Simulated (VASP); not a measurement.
# Zr2H3 (P-3m1) in VASP: further runs

Runs on Zr2H3. Level: PBE. Tasks: single point, relaxation of cell and atoms.

Program: VASP 6.6.1. These are calculated values, not measurements. Logs are shortened: lines on timing, memory, paths and dates and some standing lists are left out, and cuts for length are marked.

### Step 1. The cell of the first run

It takes space group P-3m1 (No. 164, trigonal). The conventional cell has a = 3.618 Å, b = 3.618 Å, c = 5.609 Å, α = 90.00°, β = 90.00°, γ = 120.00°. Within 2.5 Å of Zr (site symmetry 3m) lie 3 H at 1.86 Å. Within 2.4 Å of H (site symmetry 2/m) lie 4 H at 1.81 Å and 2 Zr at 1.86 Å.

The cell was built from a structure type or drawn by symmetry, and may not be a known phase.

### Step 2. Single point, PBE

The input, INCAR:

```
PREC = Accurate
ENCUT = 520
EDIFF = 1E-6
ISMEAR = 0
SIGMA = 0.1
LREAL = False
LASPH = True
NELM = 60
ALGO = Normal
ISIF = 2
LWAVE = False
LCHARG = False
GGA = PE
NBANDS = 22
```

The input, KPOINTS:

```
Automatic mesh
0
Gamma
  12 12 8
```

The input, POSCAR:

```
Zr2H3
1.0
    3.6179036097      0.0000000000      0.0000000000
   -1.8089518049      3.1331964345      0.0000000000
    0.0000000000      0.0000000000      5.6090144224
Zr H
2 3
Direct
    0.3333333333      0.6666666667      0.7749737593
    0.6666666667      0.3333333333      0.2250262407
    0.5000000000      0.0000000000      0.5000000000
    0.0000000000      0.5000000000      0.5000000000
    0.5000000000      0.5000000000      0.5000000000
```

Potentials or basis: VASP PAW PBE potentials, release 64 (Zr_sv, H).

The run is started by

```bash
cat potpaw_PBE.64/Zr_sv/POTCAR potpaw_PBE.64/H/POTCAR > POTCAR
mpirun -np 1 vasp_std > vasp.out
```

OUTCAR:

```text
PREC = Accurate
   ENCUT = 520
   EDIFF = 1E-6
   ISMEAR = 0
   LREAL = False
   LASPH = True
   NELM = 60
   ISIF = 2
   GGA = PE

 ion  position               nearest neighbor table
   1  0.333  0.667  0.775-   4 1.86   3 1.86   5 1.86   2 3.28   2 3.28   2 3.28   2 3.73   2 3.73
                             2 3.73
   2  0.667  0.333  0.225-   4 1.86   3 1.86   5 1.86   1 3.28   1 3.28   1 3.28   1 3.73   1 3.73
                             1 3.73
   3  0.500  0.000  0.500-   1 1.86   2 1.86
   4  0.000  0.500  0.500-   1 1.86   2 1.86
   5  0.500  0.500  0.500-   1 1.86   2 1.86

  LATTYP: Found a hexagonal cell.
 ALAT       =     3.6179036097
 C/A-ratio  =     1.5503493259

  Lattice vectors:

 A1 = (   3.6179036097,   0.0000000000,   0.0000000000)
 A2 = (  -1.8089518049,   3.1331964345,   0.0000000000)
 A3 = (   0.0000000000,   0.0000000000,   5.6090144224)

Analysis of symmetry for initial positions (statically):
=====================================================================
 Subroutine PRICEL returns:
 Original cell was already a primitive cell.

 Routine SETGRP: Setting up the symmetry group for a
 hexagonal supercell.

 Subroutine GETGRP returns: Found 12 space group operations
 (whereof 12 operations were pure point group operations)
 out of a pool of 24 trial point group operations.

The static configuration has the point symmetry D_3d.

Analysis of symmetry for dynamics (positions and initial velocities):
=====================================================================
 Subroutine PRICEL returns:
 Original cell was already a primitive cell.

 Routine SETGRP: Setting up the symmetry group for a
 hexagonal supercell.

 Subroutine GETGRP returns: Found 12 space group operations
 (whereof 12 operations were pure point group operations)
 out of a pool of 24 trial point group operations.

The dynamic configuration has the point symmetry D_3d.

 Subroutine INISYM returns: Found 12 space group operations
 (whereof 12 operations are pure point group operations),
 and found     1 'primitive' translations

----------------------------------------------------------------------------------------

                                     Primitive cell

  volume of cell :      63.5816

  direct lattice vectors                    reciprocal lattice vectors
     3.617903610  0.000000000  0.000000000     0.276403163  0.159581440  0.000000000
    -1.808951805  3.133196434  0.000000000     0.000000000  0.319162881  0.000000000
     0.000000000  0.000000000  5.609014422     0.000000000  0.000000000  0.178284441

  length of vectors
     3.617903610  3.617903610  5.609014422     0.319162881  0.319162881  0.178284441

  position of ions in fractional coordinates (direct lattice)
     0.333333333  0.666666667  0.774973759
     0.666666667  0.333333333  0.225026241
     0.500000000  0.000000000  0.500000000
     0.000000000  0.500000000  0.500000000
     0.500000000  0.500000000  0.500000000

  ion indices of the primitive-cell ions
   primitive index   ion index
                 1           1
                 2           2
                 3           3
                 4           4
                 5           5

----------------------------------------------------------------------------------------

 KPOINTS: Automatic mesh

Automatic generation of k-mesh.
 Grid dimensions read from file:
 generate k-points for:   12   12    8

 Generating k-lattice:

  Cartesian coordinates                     Fractional coordinates (reciprocal lattice)
     0.023033597  0.013298453  0.000000000     0.083333333  0.000000000  0.000000000
     0.000000000  0.026596907  0.000000000     0.000000000  0.083333333  0.000000000
     0.000000000  0.000000000  0.022285555     0.000000000  0.000000000  0.125000000

  Length of vectors
     0.026596907  0.026596907  0.022285555

  Shift w.r.t. Gamma in fractional coordinates (k-lattice)
     0.000000000  0.000000000  0.000000000

 Subroutine IBZKPT returns following result:
 ===========================================

 Found    131 irreducible k-points:

 Following reciprocal coordinates:
            Coordinates               Weight
  0.000000  0.000000  0.000000      1.000000
  0.083333  0.000000  0.000000      6.000000
  0.166667 -0.000000  0.000000      6.000000
  0.250000  0.000000  0.000000      6.000000
  0.333333  0.000000  0.000000      6.000000
  0.416667  0.000000  0.000000      6.000000
[... 16 lines left out ...]
  0.166667 -0.000000  0.125000      6.000000
  0.000000  0.166667  0.125000      6.000000
 [... further k-points ...]
   k-points           NKPTS =    131   k-points in BZ     NKDIM =    131   number of bands    NBANDS=     22
   number of dos      NEDOS =    301   number of ions     NIONS =      5
   total plane-waves  NPLWV =  32928
   dimension x,y,z NGX =    28 NGY =   28 NGZ =   42
   dimension x,y,z NGXF=    56 NGYF=   56 NGZF=   84
   ions per type =               2   3
   NGX,Y,Z   is equivalent  to a cutoff of  12.87, 12.87, 12.45 a.u.
   NGXF,Y,Z  is equivalent  to a cutoff of  25.73, 25.73, 24.90 a.u.
 SYSTEM =  unknown system
   PREC   = accura    normal or accurate (medium, high low for compatibility)
   ISTART =      0    job   : 0-new  1-cont  2-samecut
   ICHARG =      2    charge: 1-file 2-atom 10-const
   ISPIN  =      1    spin polarized calculation?
   LNONCOLLINEAR =      F non collinear calculations
   LSORBIT =      F    spin-orbit coupling
   LASPH  =      T    aspherical Exc in radial PAW
   ENCUT  =  520.0 eV  38.22 Ry    6.18 a.u.   6.73  6.73 10.43*2*pi/ulx,y,z
   NELM   =     60;   NELMIN=  2; NELMDL= -5     # of ELM steps
   EDIFF  = 0.1E-05   stopping-criterion for ELM
   LREAL  =      F    real-space projection
   EDIFFG = 0.1E-04   stopping-criterion for IOM
   NSW    =      0    number of steps for IOM
   IBRION =     -1    ionic relax: 0-MD 1-quasi-New 2-CG
   NFREE  =      0    steps in history (QN), initial steepest desc. (CG)
   ISIF   =      2    stress and relaxation
   ISYM   =      2    0-nonsym 1-usesym 2-fastsym
   POTIM  = 0.5000    time-step for ionic-motion
   TEBEG  =    0.0;   TEEND  =   0.0 temperature during run
   PSTRESS=    0.0 pullay stress
   NELECT =      27.0000    total number of electrons
   NUPDOWN=      -1.0000    fix difference up-down
   EMIN   =  10.00;   EMAX   =-10.00  energy-range for DOS
   EFERMI =   0.00;   METHOD = LEGACY
   ISMEAR =     0;   SIGMA  =   0.10  broadening in eV -4-tet -1-fermi 0-gaus
   EFERMI_NEDOS =   21; number of points for ismear=-14 and -15
   IALGO  =     38    algorithm
   IMIX   =      4    mixing-type and parameters
     AMIX     =   0.40;   BMIX     =  1.00
     AMIX_MAG =   1.60;   BMIX_MAG =  1.00
  volume/ion in A,a.u.               =      12.72        85.81
  Fermi-wavevector in a.u.,A,eV,Ry     =   1.230512  2.325330 20.601380  1.514159
  Thomas-Fermi vector in A             =   2.365357
   LORBIT       =      0    0 simple, 1 ext, 2 COOP (PROOUT), +10 PAW based schemes
   GGA     = PE    functional components
   LHFCALC =     F    Hartree Fock is set to
   AEXX    =    0.0000 exact exchange contribution
   IVDW    =     0    specifies the selected vdW correction
   LEPSILON=     F    determine dielectric tensor
   LRPA    =     F    only Hartree local field effects (RPA)
 non-spin polarized calculation
 Gauss-broadening in eV      SIGMA  =   0.10
  energy-cutoff  :      520.00
  volume of cell :       63.58
 maximum number of plane-waves:      1737
 NGX is ok and might be reduce to    28
   NGX = 13   NGY = 13   NGZ = 21

 number of electron      27.0000001 magnetization

 Free energy of the ion-electron system (eV)
  ---------------------------------------------------
  ext. energy  EPLUGINS =         0.00000000
  ---------------------------------------------------
  free energy    TOTEN  =       -26.22324130 eV

  energy without entropy =      -26.20563202  energy(sigma->0) =      -26.21443666

 E-fermi :   5.8952     XC(G=0): -10.2688

 val. band max:        5.8948605364   @ k =   0.2500   0.1667   0.0000
 cond. band min:       5.8980589478   @ k =   0.0000   0.4167   0.2500
 fundamental gap:      0.0031984114
 Fermi energy:         5.8951724639

 k-point     1 :       0.0000    0.0000    0.0000
  band No.  band energies     occupation
      1     -42.7322      2.00000
      2     -42.6648      2.00000
      3     -20.9877      2.00000
      4     -20.7119      2.00000
      5     -20.7119      2.00000
      6     -20.6085      2.00000
[... 14 lines left out ...]
     21      11.7506      0.00000
     22      13.5490      0.00000

 k-point     2 :       0.0833    0.0000    0.0000
  band No.  band energies     occupation
      1     -42.7298      2.00000
      2     -42.6645      2.00000
      3     -20.9776      2.00000
      4     -20.7269      2.00000
      5     -20.7175      2.00000
      6     -20.6244      2.00000
[... 14 lines left out ...]
     21      11.5887      0.00000
     22      13.4453      0.00000

 k-point     3 :       0.1667   -0.0000    0.0000
  band No.  band energies     occupation
      1     -42.7233      2.00000
      2     -42.6639      2.00000
      3     -20.9490      2.00000
      4     -20.7678      2.00000
      5     -20.7326      2.00000
      6     -20.6666      2.00000
[... 14 lines left out ...]
     21      11.1503      0.00000
     22      13.1485      0.00000
[... 476 lines left out ...]
 k-point    23 :       0.1667   -0.0000    0.1250
  band No.  band energies     occupation
      1     -42.7217      2.00000
      2     -42.6655      2.00000
      3     -20.9369      2.00000
      4     -20.7599      2.00000
      5     -20.7283      2.00000
      6     -20.6744      2.00000
[... 14 lines left out ...]
     21      11.1979      0.00000
     22      13.4734      0.00000

 k-point    24 :       0.0000    0.1667    0.1250
  band No.  band energies     occupation
      1     -42.7217      2.00000
      2     -42.6655      2.00000
      3     -20.9363      2.00000
      4     -20.7624      2.00000
      5     -20.7295      2.00000
      6     -20.6716      2.00000
[... 14 lines left out ...]
     21      11.4714      0.00000
     22      12.9577      0.00000

 [... further k-points ...]

------------------------ aborting loop because EDIFF is reached ----------------------------------------

  FORCE on cell =-STRESS in cart. coord.  units (eV):
  Direction    XX          YY          ZZ          XY          YZ          ZX
  --------------------------------------------------------------------------------------
  -------------------------------------------------------------------------------------
  Total       -0.0269885     -0.0269885     -0.0097568      0.0000000      0.0000000      0.0000000
  in kB       -0.6800763     -0.6800763     -0.2458597      0.0000000      0.0000000      0.0000000
  external PRESSURE =      -0.5353374 kB  Pullay stress =       0.0000000 kB

 VOLUME and BASIS-vectors are now :
 -----------------------------------------------------------------------------
  energy-cutoff  :      520.00
  volume of cell :       63.58
      direct lattice vectors                 reciprocal lattice vectors
     3.617903610  0.000000000  0.000000000     0.276403163  0.159581440  0.000000000
    -1.808951805  3.133196434  0.000000000     0.000000000  0.319162881  0.000000000
     0.000000000  0.000000000  5.609014422     0.000000000  0.000000000  0.178284441

 POSITION                                       TOTAL-FORCE (eV/Angst)
 -----------------------------------------------------------------------------------
     -0.00000      2.08880      4.34684         0.000000      0.000000      0.007242
      1.80895      1.04440      1.26218        -0.000000     -0.000000     -0.007242
      1.80895      0.00000      2.80451         0.000000      0.000000     -0.000000
     -0.90448      1.56660      2.80451         0.000000      0.000000     -0.000000
      0.90448      1.56660      2.80451         0.000000      0.000000     -0.000000
 -----------------------------------------------------------------------------------
    total drift:                               -0.000000      0.000000      0.000000

  FREE ENERGIE OF THE ION-ELECTRON SYSTEM (eV)
  ---------------------------------------------------
  free  energy   TOTEN  =       -26.2232413000 eV

  energy  without entropy=      -26.2056320249  energy(sigma->0) =      -26.21443666
```

It took 3.5 min on 1 thread of Intel Xeon Platinum 8375C at 2.90GHz (Ice Lake), shared host; peak memory 0.28 GiB.

Results:

```
Free energy            : -26.2232 eV
Pressure               : -0.1 GPa
Largest force          : 0.007 eV/Å
Band gap on the k mesh : zero (an odd number of electrons rules out a gap without spin polarisation)
```

Forces on the atoms (eV/Å):
```
Zr   0.000  0.000  0.007
Zr   0.000  0.000 -0.007
H    0.000  0.000  0.000
H    0.000  0.000  0.000
H    0.000  0.000  0.000
```

### Step 3. Relaxation of cell and atoms, PBE

The input, INCAR:

```
SYSTEM = Zr2H3
PREC = Accurate
ENCUT = 600
EDIFF = 1E-7
ISMEAR = 0
SIGMA = 0.1
LREAL = .False.
LASPH = .True.
NELM = 100
ALGO = Normal
ISIF = 3
LWAVE = .False.
LCHARG = .False.
GGA = PE
IBRION = 2
NSW = 100
EDIFFG = -0.01
```

The input, KPOINTS:

```
regular mesh
0
Gamma
  12 12 8
  0 0 0
```

The input, POSCAR:

```
Zr2H3
1.0
    3.6170019423      0.0000000000      0.0000000000
   -1.8085009712      3.1324155676      0.0000000000
    0.0000000000      0.0000000000      5.6055632820
Zr H
2 3
Direct
    0.3333333333      0.6666666667      0.7748504424
    0.6666666667      0.3333333333      0.2251495576
    0.5000000000      0.0000000000      0.5000000000
    0.0000000000      0.5000000000      0.5000000000
    0.5000000000      0.5000000000      0.5000000000
```

Potentials or basis: VASP PAW PBE potentials, release 64 (Zr_sv, H).

The run is started by

```bash
cat potpaw_PBE.64/Zr_sv/POTCAR potpaw_PBE.64/H/POTCAR > POTCAR
mpirun -np 1 vasp_std > vasp.out
```

Wall time 9.4 min (1 thread of Intel Xeon Platinum 8375C at 2.90GHz (Ice Lake), shared host); peak memory 0.31 GiB.

The run converged. Its results:

```
Free energy                           : -26.2250 eV
Relaxed volume                        : 12.72 Å³/atom
Relaxed cell                          : a = 3.618 Å, b = 3.618 Å, c = 5.610 Å, α = 90.00°, β = 90.00°, γ = 120.00°
Space group after relaxing (to 0.1 Å) : P-3m1 (No. 164)
Energy gained by relaxing             : 0.0 meV/atom
Ionic steps                           : 3
Pressure after relaxing               : 0.0 GPa
Band gap on the k mesh                : zero (an odd number of electrons rules out a gap without spin polarisation)
```

Final structure:
```cif
data_structure
_symmetry_space_group_name_H-M 'P 1'
_symmetry_Int_Tables_number 1
_cell_length_a 3.6177
_cell_length_b 3.6177
_cell_length_c 5.6096
_cell_angle_alpha 90.000
_cell_angle_beta 90.000
_cell_angle_gamma 120.000
_cell_volume 63.58
loop_
_atom_site_label
_atom_site_type_symbol
_atom_site_fract_x
_atom_site_fract_y
_atom_site_fract_z
_atom_site_occupancy
Zr1 Zr 0.33333 0.66667 0.77503 1
Zr2 Zr 0.66667 0.33333 0.22497 1
H1 H 0.50000 0.00000 0.50000 1
H2 H 0.00000 0.50000 0.50000 1
H3 H 0.50000 0.50000 0.50000 1
```

Levels at points of the mesh, in eV from the Fermi level:
```
           k point  band 12  band 13  band 14  band 15  band 16  band 17
(0.00, 0.00, 0.00)    -1.22    -1.22     1.04     1.04     1.48     1.48
(0.50, 0.00, 0.00)    -1.33    -0.65    -0.36     1.76     3.34     3.84
(0.00, 0.00, 0.50)    -1.33    -1.12     0.94     0.94     1.17     2.27
(0.50, 0.00, 0.50)    -1.12    -0.61    -0.13     1.42     1.54     3.51
```
